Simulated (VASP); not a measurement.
Set up this calculation in VASP 6.6.1, as the native input.

- Task: single point
- Functional: r2SCAN
- Potentials or basis: VASP PAW PBE potentials, release 64 (Al, Cu)
- Cutoff: 520 eV
- k mesh: 10 × 10 × 4
- Occupations: gaussian, width 0.1 eV
- Spin: no spin polarisation
- Dipole correction: no
- Further INCAR settings: ALGO = Normal; EDIFF = 1e-06; NBANDS = 18

Crystal: Al3Cu.

```
Al Cu
1.0
     2.77841    0.00000    0.00000
     0.00000    2.77841    0.00000
     0.00000    0.00000    7.51340
Al Cu
3 1
Direct
  0.00000 0.00000 0.50000
  0.50000 0.50000 0.22612
  0.50000 0.50000 0.77388
  0.00000 0.00000 0.00000
```

One way to write it, as run:

POSCAR

```
Al3Cu
1.0
    2.7784054294      0.0000000000      0.0000000000
    0.0000000000      2.7784054294      0.0000000000
    0.0000000000      0.0000000000      7.5134034100
Al Cu
3 1
Direct
    0.0000000000      0.0000000000      0.5000000000
    0.5000000000      0.5000000000      0.2261155100
    0.5000000000      0.5000000000      0.7738844900
    0.0000000000      0.0000000000      0.0000000000
```

INCAR.step1

```
ALGO = Normal
EDIFF = 1E-4
ENCUT = 520
GGA = PE
ISMEAR = 0
LASPH = T
LCHARG = F
LREAL = F
LWAVE = T
NBANDS = 18
NELM = 60
PREC = Accurate
SIGMA = 0.1
```

INCAR.step2

```
ALGO = Normal
EDIFF = 1E-6
ENCUT = 520
ISIF = 2
ISMEAR = 0
ISTART = 1
LASPH = T
LCHARG = T
LELF = T
LMIXTAU = T
LREAL = F
LVHAR = T
LWAVE = F
METAGGA = R2SCAN
NBANDS = 18
NELM = 60
PREC = Accurate
SIGMA = 0.1
```

KPOINTS

```
k-points
0
Gamma
  10 10 4
```

Potentials or basis: VASP PAW PBE potentials, release 64 (Al, Cu).

Run with:

```console
$ cat potpaw_PBE.64/Al/POTCAR potpaw_PBE.64/Cu/POTCAR > POTCAR
$ cp INCAR.step1 INCAR
$ mpirun -np 1 vasp_std > vasp.out
$ cp INCAR.step2 INCAR
$ mpirun -np 1 vasp_std > vasp.out
```

Results of the run:

| Property | Result |
| --- | --- |
| Pressure | 0.4 GPa |
| Largest force | 0.121 eV/Å |
| Band gap on the k mesh | zero (band 10 reaches 13.17 eV, above the bottom of band 11 at 6.67 eV) |

Caveat: the PAW data sets were made with another functional, which shifts forces and pressure a little.

It took 91 s on 1 thread of Intel(R) Xeon(R) 6975P-C (Granite Rapids) (shared host), peak memory 0.21 GiB.
